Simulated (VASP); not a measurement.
# Pb (P6_3/mmc) in VASP: notebook

Pb is run at these levels: LDA; tasks: single point.

Everything below comes from runs of VASP 6.6.1. Logs are shortened: lines on timing, memory, paths and dates and some standing lists are left out, and cuts for length are marked.

## Step 1: The cell of the first run

The structure is hexagonal, space group P6_3/mmc (No. 194). The conventional cell has a = 3.499 Å, b = 3.499 Å, c = 11.361 Å, α = 90.00°, β = 90.00°, γ = 120.00°. Within 4.6 Å of Pb (site symmetry -3m) lie 12 Pb at 3.49 to 3.50 Å. Pb (site symmetry -6m2) has 12 Pb at 3.49 to 3.50 Å within 4.6 Å.

This isn't the form of Pb at room conditions, which is fcc.

## Step 2: Single point, LDA (30.11 Å³/atom)

Input file INCAR:

```
PREC = Accurate ; ENCUT = 520
EDIFF = 1E-7 ; ISMEAR = -1
SIGMA = 0.1 ; LREAL = F
LASPH = T ; NELM = 60
ALGO = Normal ; ISIF = 2
LWAVE = F ; LCHARG = F
NBANDS = 36
```

Input file KPOINTS:

```
Automatic mesh
0
Gamma
  12 12 4
```

Input file POSCAR:

```
Pb
1.0
    3.4985646313      0.0000000000      0.0000000000
   -1.7492823157      3.0298458475      0.0000000000
    0.0000000000      0.0000000000     11.3609440951
Pb
4
Direct
    1.0000000000      1.0000000000      0.0000000000
    1.0000000000      1.0000000000      0.5000000000
    0.3333333333      0.6666666667      0.2500000000
    0.6666666667      0.3333333333      0.7500000000
```

Potentials or basis: VASP PAW LDA potentials, release 64 (Pb_d).

Launch:

```console
$ cat potpaw_LDA.64/Pb_d/POTCAR > POTCAR
$ mpirun -np 1 vasp_std > vasp.out
```

OUTCAR:

```text
PREC = Accurate
   ENCUT = 520
   EDIFF = 1E-7
   ISMEAR = -1
   LREAL = F
   LASPH = T
   NELM = 60
   ISIF = 2

 ion  position               nearest neighbor table
   1  0.000  0.000  0.000-   3 3.49   4 3.49   4 3.49   3 3.49   4 3.49   3 3.49
   2  0.000  0.000  0.500-   3 3.49   4 3.49   4 3.49   3 3.49   4 3.49   3 3.49
   3  0.333  0.667  0.250-   1 3.49   2 3.49   1 3.49   2 3.49   1 3.49   2 3.49
   4  0.667  0.333  0.750-   1 3.49   2 3.49   1 3.49   2 3.49   1 3.49   2 3.49

  LATTYP: Found a hexagonal cell.
 ALAT       =     3.4985646313
 C/A-ratio  =     3.2473157687

  Lattice vectors:

 A1 = (   3.4985646313,   0.0000000000,   0.0000000000)
 A2 = (  -1.7492823157,   3.0298458475,   0.0000000000)
 A3 = (   0.0000000000,   0.0000000000,  11.3609440951)

Analysis of symmetry for initial positions (statically):
=====================================================================
 Subroutine PRICEL returns:
 Original cell was already a primitive cell.

 Routine SETGRP: Setting up the symmetry group for a
 hexagonal supercell.

 Subroutine GETGRP returns: Found 24 space group operations
 (whereof 12 operations were pure point group operations)
 out of a pool of 24 trial point group operations.

The static configuration has the point symmetry D_3d.
 The point group associated with its full space group is D_6h.

Analysis of symmetry for dynamics (positions and initial velocities):
=====================================================================
 Subroutine PRICEL returns:
 Original cell was already a primitive cell.

 Routine SETGRP: Setting up the symmetry group for a
 hexagonal supercell.

 Subroutine GETGRP returns: Found 24 space group operations
 (whereof 12 operations were pure point group operations)
 out of a pool of 24 trial point group operations.

The dynamic configuration has the point symmetry D_3d.
 The point group associated with its full space group is D_6h.

 Subroutine INISYM returns: Found 24 space group operations
 (whereof 12 operations are pure point group operations),
 and found     1 'primitive' translations

----------------------------------------------------------------------------------------

                                     Primitive cell

  volume of cell :     120.4273

  direct lattice vectors                    reciprocal lattice vectors
     3.498564631  0.000000000  0.000000000     0.285831507  0.165024897  0.000000000
    -1.749282316  3.029845847  0.000000000     0.000000000  0.330049795  0.000000000
     0.000000000  0.000000000 11.360944095     0.000000000  0.000000000  0.088020854

  length of vectors
     3.498564631  3.498564631 11.360944095     0.330049795  0.330049795  0.088020854

  position of ions in fractional coordinates (direct lattice)
     0.000000000  0.000000000  0.000000000
     0.000000000  0.000000000  0.500000000
     0.333333333  0.666666667  0.250000000
     0.666666667  0.333333333  0.750000000

  ion indices of the primitive-cell ions
   primitive index   ion index
                 1           1
                 2           2
                 3           3
                 4           4

----------------------------------------------------------------------------------------

 KPOINTS: Automatic mesh

Automatic generation of k-mesh.
 Grid dimensions read from file:
 generate k-points for:   12   12    4

 Generating k-lattice:

  Cartesian coordinates                     Fractional coordinates (reciprocal lattice)
     0.023819292  0.013752075  0.000000000     0.083333333 -0.000000000  0.000000000
     0.000000000  0.027504150  0.000000000     0.000000000  0.083333333  0.000000000
     0.000000000  0.000000000  0.022005213     0.000000000  0.000000000  0.250000000

  Length of vectors
     0.027504150  0.027504150  0.022005213

  Shift w.r.t. Gamma in fractional coordinates (k-lattice)
     0.000000000  0.000000000  0.000000000

 Subroutine IBZKPT returns following result:
 ===========================================

 Found     57 irreducible k-points:

 Following reciprocal coordinates:
            Coordinates               Weight
  0.000000  0.000000  0.000000      1.000000
  0.083333  0.000000  0.000000      6.000000
  0.166667  0.000000  0.000000      6.000000
  0.250000  0.000000  0.000000      6.000000
  0.333333  0.000000  0.000000      6.000000
  0.416667  0.000000  0.000000      6.000000
[... 16 lines left out ...]
  0.250000  0.000000  0.250000     12.000000
  0.333333  0.000000  0.250000     12.000000
 [... further k-points ...]
   k-points           NKPTS =     57   k-points in BZ     NKDIM =     57   number of bands    NBANDS=     36
   number of dos      NEDOS =    301   number of ions     NIONS =      4
   total plane-waves  NPLWV =  65856
   dimension x,y,z NGX =    28 NGY =   28 NGZ =   84
   dimension x,y,z NGXF=    56 NGYF=   56 NGZF=  168
   ions per type =               4
   NGX,Y,Z   is equivalent  to a cutoff of  13.31, 13.31, 12.29 a.u.
   NGXF,Y,Z  is equivalent  to a cutoff of  26.61, 26.61, 24.58 a.u.
 SYSTEM =  unknown system
   PREC   = accura    normal or accurate (medium, high low for compatibility)
   ISTART =      0    job   : 0-new  1-cont  2-samecut
   ICHARG =      2    charge: 1-file 2-atom 10-const
   ISPIN  =      1    spin polarized calculation?
   LNONCOLLINEAR =      F non collinear calculations
   LSORBIT =      F    spin-orbit coupling
   LASPH  =      T    aspherical Exc in radial PAW
   ENCUT  =  520.0 eV  38.22 Ry    6.18 a.u.   6.51  6.51 21.12*2*pi/ulx,y,z
   NELM   =     60;   NELMIN=  2; NELMDL= -5     # of ELM steps
   EDIFF  = 0.1E-06   stopping-criterion for ELM
   LREAL  =      F    real-space projection
   EDIFFG = 0.1E-05   stopping-criterion for IOM
   NSW    =      0    number of steps for IOM
   IBRION =     -1    ionic relax: 0-MD 1-quasi-New 2-CG
   NFREE  =      0    steps in history (QN), initial steepest desc. (CG)
   ISIF   =      2    stress and relaxation
   ISYM   =      2    0-nonsym 1-usesym 2-fastsym
   POTIM  = 0.5000    time-step for ionic-motion
   TEBEG  =    0.0;   TEEND  =   0.0 temperature during run
   PSTRESS=    0.0 pullay stress
   NELECT =      56.0000    total number of electrons
   NUPDOWN=      -1.0000    fix difference up-down
   EMIN   =  10.00;   EMAX   =-10.00  energy-range for DOS
   EFERMI =   0.00;   METHOD = LEGACY
   ISMEAR =    -1;   SIGMA  =   0.10  broadening in eV -4-tet -1-fermi 0-gaus
   EFERMI_NEDOS =   21; number of points for ismear=-14 and -15
   IALGO  =     38    algorithm
   IMIX   =      4    mixing-type and parameters
     AMIX     =   0.40;   BMIX     =  1.00
     AMIX_MAG =   1.60;   BMIX_MAG =  1.00
  volume/ion in A,a.u.               =      30.11       203.17
  Fermi-wavevector in a.u.,A,eV,Ry     =   1.268321  2.396779 21.886855  1.608638
  Thomas-Fermi vector in A             =   2.401422
   LORBIT       =      0    0 simple, 1 ext, 2 COOP (PROOUT), +10 PAW based schemes
   GGA     = CA    functional components
   LHFCALC =     F    Hartree Fock is set to
   AEXX    =    0.0000 exact exchange contribution
   IVDW    =     0    specifies the selected vdW correction
   LEPSILON=     F    determine dielectric tensor
   LRPA    =     F    only Hartree local field effects (RPA)
 non-spin polarized calculation
  energy-cutoff  :      520.00
  volume of cell :      120.43
 maximum number of plane-waves:      3295
 NGX is ok and might be reduce to    28
   NGX = 13   NGY = 13   NGZ = 43

 number of electron      56.0000010 magnetization

 Free energy of the ion-electron system (eV)
  ---------------------------------------------------
  ext. energy  EPLUGINS =         0.00000000
  ---------------------------------------------------
  free energy    TOTEN  =       -17.00329962 eV

  energy without entropy =      -16.93545886  energy(sigma->0) =      -16.96937924

 E-fermi :   7.1130     XC(G=0): -10.4900

 val. band max:        7.0593100297   @ k =   0.5000   0.0000   0.0000
 cond. band min:       7.1299337783   @ k =   0.4167   0.1667   0.0000
 fundamental gap:      0.0706237487
 Fermi energy:         7.1129649945

 k-point     1 :       0.0000    0.0000    0.0000
  band No.  band energies     occupation
      1      -9.9592      2.00000
      2      -9.9382      2.00000
      3      -9.9309      2.00000
      4      -9.9242      2.00000
      5      -9.9228      2.00000
      6      -9.9228      2.00000
[... 28 lines left out ...]
     35      14.4125      0.00000
     36      14.6375      0.00000

 k-point     2 :       0.0833    0.0000    0.0000
  band No.  band energies     occupation
      1      -9.9532      2.00000
      2      -9.9442      2.00000
      3      -9.9316      2.00000
      4      -9.9225      2.00000
      5      -9.9213      2.00000
      6      -9.9192      2.00000
[... 28 lines left out ...]
     35      14.4780      0.00000
     36      14.5481      0.00000

 k-point     3 :       0.1667    0.0000    0.0000
  band No.  band energies     occupation
      1      -9.9760      2.00000
      2      -9.9546      2.00000
      3      -9.9478      2.00000
      4      -9.9156      2.00000
      5      -9.9073      2.00000
      6      -9.8921      2.00000
[... 28 lines left out ...]
     35      13.8713      0.00000
     36      14.3735      0.00000
[... 742 lines left out ...]
 k-point    23 :       0.2500    0.0000    0.2500
  band No.  band energies     occupation
      1     -10.0107      2.00000
      2      -9.9896      2.00000
      3      -9.9538      2.00000
      4      -9.9204      2.00000
      5      -9.9089      2.00000
      6      -9.8921      2.00000
[... 28 lines left out ...]
     35      12.8063      0.00000
     36      13.5575      0.00000

 k-point    24 :       0.3333    0.0000    0.2500
  band No.  band energies     occupation
      1     -10.0439      2.00000
      2     -10.0148      2.00000
      3      -9.9722      2.00000
      4      -9.9431      2.00000
      5      -9.9351      2.00000
      6      -9.9074      2.00000
[... 28 lines left out ...]
     35      11.9408      0.00000
     36      12.9610      0.00000

 [... further k-points ...]

------------------------ aborting loop because EDIFF is reached ----------------------------------------

  FORCE on cell =-STRESS in cart. coord.  units (eV):
  Direction    XX          YY          ZZ          XY          YZ          ZX
  --------------------------------------------------------------------------------------
  -------------------------------------------------------------------------------------
  Total       -1.3462790     -1.3462790     -1.0747849      0.0000000      0.0000000      0.0000000
  in kB      -17.9110399    -17.9110399    -14.2990534      0.0000000      0.0000000      0.0000000
  external PRESSURE =     -16.7070444 kB  Pullay stress =       0.0000000 kB

 VOLUME and BASIS-vectors are now :
 -----------------------------------------------------------------------------
  energy-cutoff  :      520.00
  volume of cell :      120.43
      direct lattice vectors                 reciprocal lattice vectors
     3.498564631  0.000000000  0.000000000     0.285831507  0.165024897  0.000000000
    -1.749282316  3.029845847  0.000000000     0.000000000  0.330049795  0.000000000
     0.000000000  0.000000000 11.360944095     0.000000000  0.000000000  0.088020854

 POSITION                                       TOTAL-FORCE (eV/Angst)
 -----------------------------------------------------------------------------------
      0.00000      0.00000      0.00000         0.000000      0.000000      0.000000
      0.00000      0.00000      5.68047         0.000000      0.000000      0.000000
     -0.00000      2.01990      2.84024        -0.000000      0.000000     -0.000000
      1.74928      1.00995      8.52071         0.000000     -0.000000     -0.000000
 -----------------------------------------------------------------------------------
    total drift:                                0.000000     -0.000000      0.000000

  FREE ENERGIE OF THE ION-ELECTRON SYSTEM (eV)
  ---------------------------------------------------
  free  energy   TOTEN  =       -17.0032996193 eV

  energy  without entropy=      -16.9354588590  energy(sigma->0) =      -16.96937924
```

It took 3.1 min on 1 thread of Intel Xeon Platinum 8259CL at 2.50GHz (Skylake/Cascade Lake), shared host; peak memory 0.31 GiB.

Results:

```
Free energy            : -17.0033 eV
Pressure               : -1.7 GPa
Band gap on the k mesh : zero (bands 28 and 29 overlap by 7.66 eV)
```

Stress tensor (GPa, compression positive):
```
-1.79  0.00  0.00
 0.00 -1.79  0.00
 0.00  0.00 -1.43
```

Levels at points of the mesh, in eV from the Fermi level:
| k point | band 25 | band 26 | band 27 | band 28 | band 29 | band 30 | band 31 | band 32 |
| --- | --- | --- | --- | --- | --- | --- | --- | --- |
| (0.00, 0.00, 0.00) | -4.24 | 0.79 | 0.80 | 5.46 | 5.46 | 6.28 | 6.28 | 6.32 |
| (0.50, 0.00, 0.00) | -4.09 | -3.78 | -2.35 | -1.84 | -0.05 | 0.79 | 1.95 | 3.33 |
| (0.00, 0.00, 0.50) | -2.53 | -2.53 | 4.70 | 4.70 | 5.69 | 5.69 | 5.69 | 5.69 |
| (0.50, 0.00, 0.50) | -3.54 | -3.54 | -2.81 | -2.81 | 1.33 | 1.33 | 2.32 | 2.32 |

Caveat: spin-orbit coupling is left out, which moves the levels of the heavy elements.

[end of part 1 of 2]

The gap in the log of VASP goes by the Fermi energy; the results here count the filled bands.